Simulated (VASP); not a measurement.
# Te2Pb (R-3m) in VASP: notebook

The runs below take Te2Pb through single point, with PBE.

Program: VASP 6.6.1. These are calculated values, not measurements. Logs are shortened: lines on timing, memory, paths and dates and some standing lists are left out, and cuts for length are marked.

### 1 The cell of the first run

It takes space group R-3m (No. 166, trigonal). Conventional cell: a = 4.257 Å, b = 4.257 Å, c = 18.732 Å, α = 90.00°, β = 90.00°, γ = 120.00°. Within 4.3 Å of Pb (site symmetry -3m) lie 8 Te at 3.16 to 4.26 Å and 6 Pb at 4.26 Å. Te (site symmetry 3m) has 4 Pb at 3.16 to 4.26 Å and 9 Te at 3.35 to 4.26 Å within 4.3 Å.

### 2 Single point, PBE (32.66 Å³/atom)

INCAR reads:

```
SYSTEM = Te2Pb
  ALGO = Normal
  EDIFF = 1E-6
  ENCUT = 520
  GGA = PE
  ISIF = 2
  ISMEAR = 0
  LASPH = .True.
  LCHARG = .False.
  LREAL = .False.
  LWAVE = .False.
  NBANDS = 20
  NELM = 60
  PREC = Accurate
  SIGMA = 0.05
```

KPOINTS reads:

```
k-points
0
Gamma
  10 10 10
  0 0 0
```

POSCAR reads:

```
Te2Pb
1.0
    2.1282959642      1.2287722478      6.2440993916
   -2.1282959642      1.2287722478      6.2440993916
    0.0000000000     -2.4575444957      6.2440993916
Pb Te
1 2
Direct
    0.0000000000      0.0000000000      0.0000000000
    0.2276085859      0.2276085859      0.2276085859
    0.7723914141      0.7723914141      0.7723914141
```

Potentials or basis: VASP PAW PBE potentials, release 64 (Pb_d, Te).

The run is started by

```console
> cat potpaw_PBE.64/Pb_d/POTCAR potpaw_PBE.64/Te/POTCAR > POTCAR
> mpirun -np 1 vasp_std > vasp.out
```

OUTCAR:

```text
SYSTEM = Te2Pb
   EDIFF = 1E-6
   ENCUT = 520
   GGA = PE
   ISIF = 2
   ISMEAR = 0
   LASPH = .True.
   LREAL = .False.
   NELM = 60
   PREC = Accurate

 ion  position               nearest neighbor table
   1  0.000  0.000  0.000-   3 3.16   2 3.16   3 3.16   3 3.16   2 3.16   2 3.16
   2  0.228  0.228  0.228-   1 3.16   1 3.16   1 3.16   3 3.35   3 3.35   3 3.35
   3  0.772  0.772  0.772-   1 3.16   1 3.16   1 3.16   2 3.35   2 3.35   2 3.35

  LATTYP: Found a trigonal (rhomboedric) cell.
 ALAT       =     6.7103131194
 COS(alpha) =     0.7988090381

  Lattice vectors:

 A1 = (   2.1282959642,   1.2287722478,   6.2440993916)
 A2 = (  -2.1282959642,   1.2287722478,   6.2440993916)
 A3 = (   0.0000000000,  -2.4575444957,   6.2440993916)

Analysis of symmetry for initial positions (statically):
=====================================================================
 Subroutine PRICEL returns:
 Original cell was already a primitive cell.

 Routine SETGRP: Setting up the symmetry group for a
 trigonal (rhombohedral) supercell.

 Subroutine GETGRP returns: Found 12 space group operations
 (whereof 12 operations were pure point group operations)
 out of a pool of 12 trial point group operations.

The static configuration has the point symmetry D_3d.

Analysis of symmetry for dynamics (positions and initial velocities):
=====================================================================
 Subroutine PRICEL returns:
 Original cell was already a primitive cell.

 Routine SETGRP: Setting up the symmetry group for a
 trigonal (rhombohedral) supercell.

 Subroutine GETGRP returns: Found 12 space group operations
 (whereof 12 operations were pure point group operations)
 out of a pool of 12 trial point group operations.

The dynamic configuration has the point symmetry D_3d.

 Subroutine INISYM returns: Found 12 space group operations
 (whereof 12 operations are pure point group operations),
 and found     1 'primitive' translations

----------------------------------------------------------------------------------------

                                     Primitive cell

  volume of cell :      97.9771

  direct lattice vectors                    reciprocal lattice vectors
     2.128295964  1.228772248  6.244099392     0.234929732  0.135636744  0.053383733
    -2.128295964  1.228772248  6.244099392    -0.234929732  0.135636744  0.053383733
     0.000000000 -2.457544496  6.244099392     0.000000000 -0.271273488  0.053383733

  length of vectors
     6.710313119  6.710313119  6.710313119     0.276476270  0.276476270  0.276476270

  position of ions in fractional coordinates (direct lattice)
     0.000000000  0.000000000  0.000000000
     0.227608586  0.227608586  0.227608586
     0.772391414  0.772391414  0.772391414

  ion indices of the primitive-cell ions
   primitive index   ion index
                 1           1
                 2           2
                 3           3

----------------------------------------------------------------------------------------

 KPOINTS: k-points

Automatic generation of k-mesh.
 Grid dimensions read from file:
 generate k-points for:   10   10   10

 Generating k-lattice:

  Cartesian coordinates                     Fractional coordinates (reciprocal lattice)
     0.023492973  0.013563674  0.005338373     0.100000000  0.000000000  0.000000000
    -0.023492973  0.013563674  0.005338373     0.000000000  0.100000000  0.000000000
     0.000000000 -0.027127349  0.005338373    -0.000000000 -0.000000000  0.100000000

  Length of vectors
     0.027647627  0.027647627  0.027647627

  Shift w.r.t. Gamma in fractional coordinates (k-lattice)
     0.000000000  0.000000000  0.000000000

 Subroutine IBZKPT returns following result:
 ===========================================

 Found    116 irreducible k-points:

 Following reciprocal coordinates:
            Coordinates               Weight
  0.000000  0.000000  0.000000      1.000000
  0.100000  0.000000 -0.000000      6.000000
  0.200000  0.000000 -0.000000      6.000000
  0.300000  0.000000  0.000000      6.000000
  0.400000 -0.000000  0.000000      6.000000
  0.500000  0.000000  0.000000      3.000000
[... 16 lines left out ...]
  0.300000  0.300000  0.000000      6.000000
  0.400000  0.300000 -0.000000     12.000000
 [... further k-points ...]
   k-points           NKPTS =    116   k-points in BZ     NKDIM =    116   number of bands    NBANDS=     20
   number of dos      NEDOS =    301   number of ions     NIONS =      3
   total plane-waves  NPLWV = 125000
   dimension x,y,z NGX =    50 NGY =   50 NGZ =   50
   dimension x,y,z NGXF=   100 NGYF=  100 NGZF=  100
   ions per type =               1   2
   NGX,Y,Z   is equivalent  to a cutoff of  12.39, 12.39, 12.39 a.u.
   NGXF,Y,Z  is equivalent  to a cutoff of  24.77, 24.77, 24.77 a.u.
 SYSTEM =  Te2Pb
   PREC   = accura    normal or accurate (medium, high low for compatibility)
   ISTART =      0    job   : 0-new  1-cont  2-samecut
   ICHARG =      2    charge: 1-file 2-atom 10-const
   ISPIN  =      1    spin polarized calculation?
   LNONCOLLINEAR =      F non collinear calculations
   LSORBIT =      F    spin-orbit coupling
   LASPH  =      T    aspherical Exc in radial PAW
   ENCUT  =  520.0 eV  38.22 Ry    6.18 a.u.  12.48 12.48 12.48*2*pi/ulx,y,z
   NELM   =     60;   NELMIN=  2; NELMDL= -5     # of ELM steps
   EDIFF  = 0.1E-05   stopping-criterion for ELM
   LREAL  =      F    real-space projection
   EDIFFG = 0.1E-04   stopping-criterion for IOM
   NSW    =      0    number of steps for IOM
   IBRION =     -1    ionic relax: 0-MD 1-quasi-New 2-CG
   NFREE  =      0    steps in history (QN), initial steepest desc. (CG)
   ISIF   =      2    stress and relaxation
   ISYM   =      2    0-nonsym 1-usesym 2-fastsym
   POTIM  = 0.5000    time-step for ionic-motion
   TEBEG  =    0.0;   TEEND  =   0.0 temperature during run
   PSTRESS=    0.0 pullay stress
   NELECT =      26.0000    total number of electrons
   NUPDOWN=      -1.0000    fix difference up-down
   EMIN   =  10.00;   EMAX   =-10.00  energy-range for DOS
   EFERMI =   0.00;   METHOD = LEGACY
   ISMEAR =     0;   SIGMA  =   0.05  broadening in eV -4-tet -1-fermi 0-gaus
   EFERMI_NEDOS =   21; number of points for ismear=-14 and -15
   IALGO  =     38    algorithm
   IMIX   =      4    mixing-type and parameters
     AMIX     =   0.40;   BMIX     =  1.00
     AMIX_MAG =   1.60;   BMIX_MAG =  1.00
  volume/ion in A,a.u.               =      32.66       220.39
  Fermi-wavevector in a.u.,A,eV,Ry     =   1.052021  1.988032 15.058226  1.106748
  Thomas-Fermi vector in A             =   2.187087
   LORBIT       =      0    0 simple, 1 ext, 2 COOP (PROOUT), +10 PAW based schemes
   GGA     = PE    functional components
   LHFCALC =     F    Hartree Fock is set to
   AEXX    =    0.0000 exact exchange contribution
   IVDW    =     0    specifies the selected vdW correction
   LEPSILON=     F    determine dielectric tensor
   LRPA    =     F    only Hartree local field effects (RPA)
 non-spin polarized calculation
 Gauss-broadening in eV      SIGMA  =   0.05
  energy-cutoff  :      520.00
  volume of cell :       97.98
 maximum number of plane-waves:      2658
 NGX is ok and might be reduce to    50
   NGX = 25   NGY = 25   NGZ = 25

 number of electron      26.0000000 magnetization

 Free energy of the ion-electron system (eV)
  ---------------------------------------------------
  ext. energy  EPLUGINS =         0.00000000
  ---------------------------------------------------
  free energy    TOTEN  =        -9.88300643 eV

  energy without entropy =       -9.87948936  energy(sigma->0) =       -9.88124790

 E-fermi :   6.0009     XC(G=0):  -9.4207

 val. band max:        5.9972186226   @ k =  -0.2000   0.2000   0.1000
 cond. band min:       6.0092256700   @ k =   0.2000   0.2000  -0.0000
 fundamental gap:      0.0120070474
 Fermi energy:         6.0008793105

 k-point     1 :       0.0000    0.0000    0.0000
  band No.  band energies     occupation
      1     -10.7278      2.00000
      2     -10.7278      2.00000
      3     -10.6985      2.00000
      4     -10.6841      2.00000
      5     -10.6841      2.00000
      6      -6.6179      2.00000
[... 12 lines left out ...]
     19      12.5941      0.00000
     20      12.5941      0.00000

 k-point     2 :       0.1000    0.0000   -0.0000
  band No.  band energies     occupation
      1     -10.7318      2.00000
      2     -10.7247      2.00000
      3     -10.6961      2.00000
      4     -10.6863      2.00000
      5     -10.6836      2.00000
      6      -6.5284      2.00000
[... 12 lines left out ...]
     19      12.8688      0.00000
     20      12.9365      0.00000

 k-point     3 :       0.2000    0.0000   -0.0000
  band No.  band energies     occupation
      1     -10.7435      2.00000
      2     -10.7179      2.00000
      3     -10.6946      2.00000
      4     -10.6864      2.00000
      5     -10.6809      2.00000
      6      -6.2653      2.00000
[... 12 lines left out ...]
     19      12.9196      0.00000
     20      13.3046      0.00000

 k-point     4 :       0.3000    0.0000    0.0000
  band No.  band energies     occupation
      1     -10.7597      2.00000
      2     -10.7127      2.00000
      3     -10.6999      2.00000
      4     -10.6779      2.00000
      5     -10.6744      2.00000
      6      -5.8497      2.00000
[... 12 lines left out ...]
     19      13.2884      0.00000
     20      13.5527      0.00000

 k-point     5 :       0.4000   -0.0000    0.0000
  band No.  band energies     occupation
      1     -10.7734      2.00000
      2     -10.7108      2.00000
      3     -10.7042      2.00000
      4     -10.6703      2.00000
      5     -10.6667      2.00000
      6      -5.3419      2.00000
[... 12 lines left out ...]
     19      13.2946      0.00000
     20      14.6337      0.00000

 k-point     6 :       0.5000    0.0000    0.0000
  band No.  band energies     occupation
      1     -10.7787      2.00000
      2     -10.7106      2.00000
      3     -10.7058      2.00000
      4     -10.6674      2.00000
      5     -10.6633      2.00000
      6      -4.9873      2.00000
[... 12 lines left out ...]
     19      13.2316      0.00000
     20      14.9896      0.00000

 k-point     7 :       0.1000    0.1000   -0.0000
  band No.  band energies     occupation
      1     -10.7318      2.00000
      2     -10.7247      2.00000
      3     -10.6960      2.00000
      4     -10.6864      2.00000
      5     -10.6835      2.00000
      6      -6.5178      2.00000
[... 12 lines left out ...]
     19      12.7744      0.00000
     20      12.9270      0.00000
[... 277 lines left out ...]
 k-point    20 :      -0.4000    0.2000   -0.0000
  band No.  band energies     occupation
      1     -10.7640      2.00000
      2     -10.7266      2.00000
      3     -10.6950      2.00000
      4     -10.6716      2.00000
      5     -10.6689      2.00000
      6      -4.8056      2.00000
[... 12 lines left out ...]
     19      13.4365      0.00000
     20      14.3046      0.00000

 k-point    21 :      -0.3000    0.2000   -0.0000
  band No.  band energies     occupation
      1     -10.7622      2.00000
      2     -10.7246      2.00000
      3     -10.6945      2.00000
      4     -10.6783      2.00000
      5     -10.6661      2.00000
      6      -5.1965      2.00000
[... 12 lines left out ...]
     19      12.6729      0.00000
     20      14.0815      0.00000

 k-point    22 :      -0.2000    0.2000    0.0000
  band No.  band energies     occupation
      1     -10.7575      2.00000
      2     -10.7202      2.00000
      3     -10.6941      2.00000
      4     -10.6847      2.00000
      5     -10.6683      2.00000
      6      -5.6608      2.00000
[... 12 lines left out ...]
     19      12.3102      0.00000
     20      13.8693      0.00000

 k-point    23 :       0.3000    0.3000    0.0000
  band No.  band energies     occupation
      1     -10.7597      2.00000
      2     -10.7124      2.00000
      3     -10.6994      2.00000
      4     -10.6776      2.00000
      5     -10.6744      2.00000
      6      -5.7841      2.00000
[... 12 lines left out ...]
     19      13.2513      0.00000
     20      13.9968      0.00000

 k-point    24 :       0.4000    0.3000   -0.0000
  band No.  band energies     occupation
      1     -10.7647      2.00000
      2     -10.7148      2.00000
      3     -10.6995      2.00000
      4     -10.6771      2.00000
      5     -10.6679      2.00000
      6      -5.4771      2.00000
[... 12 lines left out ...]
     19      13.2663      0.00000
     20      13.7610      0.00000

 [... further k-points ...]

------------------------ aborting loop because EDIFF is reached ----------------------------------------

  FORCE on cell =-STRESS in cart. coord.  units (eV):
  Direction    XX          YY          ZZ          XY          YZ          ZX
  --------------------------------------------------------------------------------------
  -------------------------------------------------------------------------------------
  Total        0.8971217      0.8971217      0.8929865      0.0000000     -0.0000000      0.0000000
  in kB       14.6702491     14.6702491     14.6026267      0.0000000     -0.0000000      0.0000000
  external PRESSURE =      14.6477083 kB  Pullay stress =       0.0000000 kB

 VOLUME and BASIS-vectors are now :
 -----------------------------------------------------------------------------
  energy-cutoff  :      520.00
  volume of cell :       97.98
      direct lattice vectors                 reciprocal lattice vectors
     2.128295964  1.228772248  6.244099392     0.234929732  0.135636744  0.053383733
    -2.128295964  1.228772248  6.244099392    -0.234929732  0.135636744  0.053383733
     0.000000000 -2.457544496  6.244099392     0.000000000 -0.271273488  0.053383733

 POSITION                                       TOTAL-FORCE (eV/Angst)
 -----------------------------------------------------------------------------------
      0.00000      0.00000      0.00000         0.000000      0.000000     -0.000000
      0.00000     -0.00000      4.26363        -0.000000      0.000000     -0.004543
      0.00000     -0.00000     14.46867        -0.000000     -0.000000      0.004543
 -----------------------------------------------------------------------------------
    total drift:                                0.000000      0.000000      0.000000

  FREE ENERGIE OF THE ION-ELECTRON SYSTEM (eV)
  ---------------------------------------------------
  free  energy   TOTEN  =        -9.8830064344 eV

  energy  without entropy=       -9.8794893645  energy(sigma->0) =       -9.88124790
```

Wall time 3.5 min (1 thread of AMD EPYC 9R45 (Zen 5), shared host); peak memory 0.46 GiB.

Results:

```
Free energy            : -9.8830 eV
Pressure               : 1.5 GPa
Largest force          : 0.005 eV/Å
Band gap on the k mesh : zero (bands 13 and 14 overlap by 0.87 eV)
```

Forces in eV/Å, atoms in the order of the input:
```
Pb   0.000  0.000  0.000
Te   0.000  0.000 -0.005
Te   0.000  0.000  0.005
```

Caveat: spin-orbit coupling is left out, which moves the levels of the heavy elements.

(Continued in part 2 of 2.)
